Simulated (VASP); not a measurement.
# H8CO6 in VASP: a series of runs

The runs below take H8CO6 through single point, with PBE+D3(BJ).

Program: VASP 6.6.1. These are calculated values, not measurements. Logs are shortened: lines on timing, memory, paths and dates and some standing lists are left out, and cuts for length are marked.

**1. The cell of the first run**

The cell holds an amorphous packing of atoms, 15 atoms: a = 6.230 Å, b = 6.230 Å, c = 6.230 Å, α = 90.00°, β = 90.00°, γ = 90.00°.

**2. Single point, PBE+D3(BJ)**

Input file INCAR:

```
SYSTEM = H8CO6
ALGO = Normal ; EDIFF = 1E-6
ENCUT = 520 ; GGA = PE
ISIF = 2 ; ISMEAR = -1
IVDW = 12 ; LASPH = .TRUE.
LCHARG = .FALSE. ; LREAL = Auto
LWAVE = .FALSE. ; NBANDS = 37
NELM = 60 ; PREC = Accurate
SIGMA = 0.02
```

Input file KPOINTS:

```
k-points
0
G
  1 1 1
  0 0 0
```

Input file POSCAR:

```
H8CO6
1.0
    6.2299620000      0.0000000000      0.0000000000
    0.0000000000      6.2299620000      0.0000000000
    0.0000000000      0.0000000000      6.2299620000
O H C
6 8 1
Direct
    0.9389463371      0.9535371163      0.1655387304
    0.6995387773      0.0664209509      0.5161829237
    0.7368102727      0.2262935151      0.8758319874
    0.4272096684      0.1800492523      0.1451854763
    0.0530982372      0.8489778910      0.5894578490
    0.3013983071      0.6648676188      0.8011284820
    1.0941318743      0.9549817479      0.1269028607
    0.8762011711      1.0418201588      0.0492940406
    0.5704850206      0.1480747395      0.4332610697
    0.7906950315      0.0588928151      0.3964871696
    0.7261681532      0.3878675343      0.8833601232
    0.7168904080      0.1857314700      0.7301168129
    0.5741929084      0.1684440451      0.1177374758
    0.4003395205      0.3007562486      0.0647515988
    0.1765981879      0.7631507223      0.6971471094
```

Potentials or basis: VASP PAW PBE potentials, release 64 (O, H, C).

Started as:

```bash
$ cat potpaw_PBE.64/O/POTCAR potpaw_PBE.64/H/POTCAR potpaw_PBE.64/C/POTCAR > POTCAR
$ mpirun -np 1 vasp_gam > vasp.out
```

OUTCAR:

```text
SYSTEM = H8CO6
   EDIFF = 1E-6
   ENCUT = 520
   GGA = PE
   ISIF = 2
   ISMEAR = -1
   IVDW = 12
   LASPH = .TRUE.
   LREAL = Auto
   NELM = 60
   PREC = Accurate
 IVDW          = 12

 ion  position               nearest neighbor table
   1  0.939  0.954  0.166-   8 0.99   7 1.00
   2  0.700  0.066  0.516-  10 0.94   9 1.08
   3  0.737  0.226  0.876-  12 0.95  11 1.01
   4  0.427  0.180  0.145-  14 0.92  13 0.93
   5  0.053  0.849  0.589-  15 1.15
   6  0.301  0.665  0.801-  15 1.18
   7  0.094  0.955  0.127-   1 1.00
   8  0.876  0.042  0.049-   1 0.99
   9  0.570  0.148  0.433-   2 1.08
  10  0.791  0.059  0.396-   2 0.94
  11  0.726  0.388  0.883-   3 1.01
  12  0.717  0.186  0.730-   3 0.95
  13  0.574  0.168  0.118-   4 0.93
  14  0.400  0.301  0.065-   4 0.92
  15  0.177  0.763  0.697-   5 1.15   6 1.18

  LATTYP: Found a simple cubic cell.
 ALAT       =     6.2299620000

  Lattice vectors:

 A1 = (   6.2299620000,   0.0000000000,   0.0000000000)
 A2 = (   0.0000000000,   6.2299620000,   0.0000000000)
 A3 = (   0.0000000000,   0.0000000000,   6.2299620000)

Analysis of symmetry for initial positions (statically):
=====================================================================
 Subroutine PRICEL returns:
 Original cell was already a primitive cell.

 Routine SETGRP: Setting up the symmetry group for a
 simple cubic supercell.

 Subroutine GETGRP returns: Found  1 space group operations
 (whereof  1 operations were pure point group operations)
 out of a pool of 48 trial point group operations.

The static configuration has the point symmetry C_1 .

Analysis of symmetry for dynamics (positions and initial velocities):
=====================================================================
 Subroutine PRICEL returns:
 Original cell was already a primitive cell.

 Routine SETGRP: Setting up the symmetry group for a
 simple cubic supercell.

 Subroutine GETGRP returns: Found  1 space group operations
 (whereof  1 operations were pure point group operations)
 out of a pool of 48 trial point group operations.

The dynamic configuration has the point symmetry C_1 .

 Subroutine INISYM returns: Found  1 space group operations
 (whereof  1 operations are pure point group operations),
 and found     1 'primitive' translations

----------------------------------------------------------------------------------------

                                     Primitive cell

  volume of cell :     241.7999

  direct lattice vectors                    reciprocal lattice vectors
     6.229962000  0.000000000  0.000000000     0.160514623  0.000000000  0.000000000
     0.000000000  6.229962000  0.000000000     0.000000000  0.160514623  0.000000000
     0.000000000  0.000000000  6.229962000     0.000000000  0.000000000  0.160514623

  length of vectors
     6.229962000  6.229962000  6.229962000     0.160514623  0.160514623  0.160514623

  position of ions in fractional coordinates (direct lattice)
     0.938946337  0.953537116  0.165538730
     0.699538777  0.066420951  0.516182924
     0.736810273  0.226293515  0.875831987
     0.427209668  0.180049252  0.145185476
     0.053098237  0.848977891  0.589457849
     0.301398307  0.664867619  0.801128482
     0.094131874  0.954981748  0.126902861
     0.876201171  0.041820159  0.049294041
     0.570485021  0.148074739  0.433261070
     0.790695032  0.058892815  0.396487170
     0.726168153  0.387867534  0.883360123
     0.716890408  0.185731470  0.730116813
     0.574192908  0.168444045  0.117737476
     0.400339520  0.300756249  0.064751599
     0.176598188  0.763150722  0.697147109

  ion indices of the primitive-cell ions
   primitive index   ion index
                 1           1
                 2           2
                 3           3
                 4           4
                 5           5
                 6           6
                 7           7
                 8           8
                 9           9
                10          10
                11          11
                12          12
                13          13
                14          14
                15          15

----------------------------------------------------------------------------------------

 KPOINTS: k-points

Automatic generation of k-mesh.
 Grid dimensions read from file:
 generate k-points for:    1    1    1

 Generating k-lattice:

  Cartesian coordinates                     Fractional coordinates (reciprocal lattice)
     0.160514623  0.000000000  0.000000000     1.000000000  0.000000000  0.000000000
     0.000000000  0.160514623  0.000000000     0.000000000  1.000000000  0.000000000
     0.000000000  0.000000000  0.160514623     0.000000000  0.000000000  1.000000000

  Length of vectors
     0.160514623  0.160514623  0.160514623

  Shift w.r.t. Gamma in fractional coordinates (k-lattice)
     0.000000000  0.000000000  0.000000000

 Subroutine IBZKPT returns following result:
 ===========================================

 Found      1 irreducible k-points:

 Following reciprocal coordinates:
            Coordinates               Weight
  0.000000  0.000000  0.000000      1.000000
   k-points           NKPTS =      1   k-points in BZ     NKDIM =      1   number of bands    NBANDS=     37
   number of dos      NEDOS =    301   number of ions     NIONS =     15
   total plane-waves  NPLWV = 110592
   dimension x,y,z NGX =    48 NGY =   48 NGZ =   48
   dimension x,y,z NGXF=    96 NGYF=   96 NGZF=   96
   ions per type =               6   8   1
   NGX,Y,Z   is equivalent  to a cutoff of  12.81, 12.81, 12.81 a.u.
   NGXF,Y,Z  is equivalent  to a cutoff of  25.62, 25.62, 25.62 a.u.
 SYSTEM =  H8CO6
   PREC   = accura    normal or accurate (medium, high low for compatibility)
   ISTART =      0    job   : 0-new  1-cont  2-samecut
   ICHARG =      2    charge: 1-file 2-atom 10-const
   ISPIN  =      1    spin polarized calculation?
   LNONCOLLINEAR =      F non collinear calculations
   LSORBIT =      F    spin-orbit coupling
   LASPH  =      T    aspherical Exc in radial PAW
   ENCUT  =  520.0 eV  38.22 Ry    6.18 a.u.  11.58 11.58 11.58*2*pi/ulx,y,z
   NELM   =     60;   NELMIN=  2; NELMDL= -5     # of ELM steps
   EDIFF  = 0.1E-05   stopping-criterion for ELM
   LREAL  =      T    real-space projection
   EDIFFG = 0.1E-04   stopping-criterion for IOM
   NSW    =      0    number of steps for IOM
   IBRION =     -1    ionic relax: 0-MD 1-quasi-New 2-CG
   NFREE  =      0    steps in history (QN), initial steepest desc. (CG)
   ISIF   =      2    stress and relaxation
   ISYM   =      2    0-nonsym 1-usesym 2-fastsym
   POTIM  = 0.5000    time-step for ionic-motion
   TEBEG  =    0.0;   TEEND  =   0.0 temperature during run
   PSTRESS=    0.0 pullay stress
   NELECT =      48.0000    total number of electrons
   NUPDOWN=      -1.0000    fix difference up-down
   EMIN   =  10.00;   EMAX   =-10.00  energy-range for DOS
   EFERMI =   0.00;   METHOD = LEGACY
   ISMEAR =    -1;   SIGMA  =   0.02  broadening in eV -4-tet -1-fermi 0-gaus
   EFERMI_NEDOS =   21; number of points for ismear=-14 and -15
   IALGO  =     38    algorithm
   IMIX   =      4    mixing-type and parameters
     AMIX     =   0.40;   BMIX     =  1.00
     AMIX_MAG =   1.60;   BMIX_MAG =  1.00
  volume/ion in A,a.u.               =      16.12       108.78
  Fermi-wavevector in a.u.,A,eV,Ry     =   0.955000  1.804688 12.408842  0.912024
  Thomas-Fermi vector in A             =   2.083797
   LORBIT       =      0    0 simple, 1 ext, 2 COOP (PROOUT), +10 PAW based schemes
   GGA     = PE    functional components
   LHFCALC =     F    Hartree Fock is set to
   AEXX    =    0.0000 exact exchange contribution
   IVDW    =    12    specifies the selected vdW correction
   LEPSILON=     F    determine dielectric tensor
   LRPA    =     F    only Hartree local field effects (RPA)
 non-spin polarized calculation
  energy-cutoff  :      520.00
  volume of cell :      241.80
 maximum number of plane-waves:      3310
 NGX is ok and might be reduce to    48
   NGX = 23   NGY = 23   NGZ = 23

 number of electron      48.0000005 magnetization

 Free energy of the ion-electron system (eV)
  ---------------------------------------------------
  ext. energy  EPLUGINS =         0.00000000
  ---------------------------------------------------
  free energy    TOTEN  =       -80.19100332 eV

  energy without entropy =      -80.19100332  energy(sigma->0) =      -80.19100332

 E-fermi :  -3.9585     XC(G=0):  -5.5619

 val. band max:       -4.5164335030   @ k =   0.0000   0.0000   0.0000
 cond. band min:       0.0939653999   @ k =   0.0000   0.0000   0.0000
 fundamental gap:      4.6103989029
 Fermi energy:        -3.9585183470

 k-point     1 :       0.0000    0.0000    0.0000
  band No.  band energies     occupation
      1     -26.7316      2.00000
      2     -25.6057      2.00000
      3     -23.7431      2.00000
      4     -23.0152      2.00000
      5     -22.4120      2.00000
      6     -22.2946      2.00000
[... 28 lines left out ...]
     35       6.4687      0.00000
     36       6.6141      0.00000
 [bands above 36 left out]

------------------------ aborting loop because EDIFF is reached ----------------------------------------

 Edisp (eV)   -0.40658

 E8    (eV) :    -0.0878

  FORCE on cell =-STRESS in cart. coord.  units (eV):
  Direction    XX          YY          ZZ          XY          YZ          ZX
  --------------------------------------------------------------------------------------
  -------------------------------------------------------------------------------------
  Total       3.29826     0.09269     6.76138    -0.76813     0.06825    -1.56985
  in kB      21.85444     0.61415    44.80118    -5.08966     0.45223   -10.40189
  external pressure =       22.42 kB  Pullay stress =        0.00 kB

 VOLUME and BASIS-vectors are now :
 -----------------------------------------------------------------------------
  energy-cutoff  :      520.00
  volume of cell :      241.80
      direct lattice vectors                 reciprocal lattice vectors
     6.229962000  0.000000000  0.000000000     0.160514623  0.000000000  0.000000000
     0.000000000  6.229962000  0.000000000     0.000000000  0.160514623  0.000000000
     0.000000000  0.000000000  6.229962000     0.000000000  0.000000000  0.160514623

 POSITION                                       TOTAL-FORCE (eV/Angst)
 -----------------------------------------------------------------------------------
      5.84960      5.94050      1.03130         0.867003      0.135733     -0.880969
      4.35810      0.41380      3.21580        -4.751793      2.061782     -0.646025
      4.59030      1.40980      5.45640         0.588957      3.003627      2.926723
      2.66150      1.12170      0.90450        -1.780520     -2.095448      2.747798
      0.33080      5.28910      3.67230        -1.132851      1.034567     -0.944970
      1.87770      4.14210      4.99100        -0.099748      0.223470      0.087937
      0.58644      5.94950      0.79060        -0.805326      0.107102      0.625825
      5.45870      0.26054      0.30710         0.041099     -0.003991     -0.053999
      3.55410      0.92250      2.69920         1.825967     -1.571241      1.712661
      4.92600      0.36690      2.47010         2.313952     -0.725205     -1.607770
      4.52400      2.41640      5.50330         0.311072     -1.675082     -0.164058
      4.46620      1.15710      4.54860        -0.023771     -0.867617     -2.408086
      3.57720      1.04940      0.73350         2.221101     -0.733685     -0.854615
      2.49410      1.87370      0.40340        -1.214649      2.671557     -1.645332
      1.10020      4.75440      4.34320         1.639506     -1.565570      1.104879
 -----------------------------------------------------------------------------------
    total drift:                                0.004514     -0.012241      0.005149

  FREE ENERGIE OF THE ION-ELECTRON SYSTEM (eV)
  ---------------------------------------------------
  free  energy   TOTEN  =       -80.5975813813 eV

  energy  without entropy=      -80.5975813813  energy(sigma->0) =      -80.59758138
```

Run time: 37 s. Hardware: 1 thread of AMD EPYC 7R13 (Zen 3), shared host; peak memory 0.27 GiB.

What came out:

- Free energy: -80.5976 eV
- Pressure: 2.2 GPa
- Largest force: 5.220 eV/Å
- Band gap on the k mesh: 4.61 eV
- Dispersion energy per atom: -0.027 eV

Forces on the atoms (eV/Å):
```
O    0.867  0.136 -0.881
O   -4.752  2.062 -0.646
O    0.589  3.004  2.927
O   -1.781 -2.095  2.748
O   -1.133  1.035 -0.945
O   -0.100  0.223  0.088
H   -0.805  0.107  0.626
H    0.041 -0.004 -0.054
H    1.826 -1.571  1.713
H    2.314 -0.725 -1.608
H    0.311 -1.675 -0.164
H   -0.024 -0.868 -2.408
H    2.221 -0.734 -0.855
H   -1.215  2.672 -1.645
C    1.640 -1.566  1.105
```

Levels at points of the mesh, in eV from the valence-band top:
```tsv
k point	band 22	band 23	band 24	band 25	band 26	band 27
(0.00, 0.00, 0.00)	-0.28	-0.15	0.00	4.61	6.54	6.59
```

Caveat: the k points lie up to 1.01 Å⁻¹ apart.

(Part 1 of 2 ends here.)
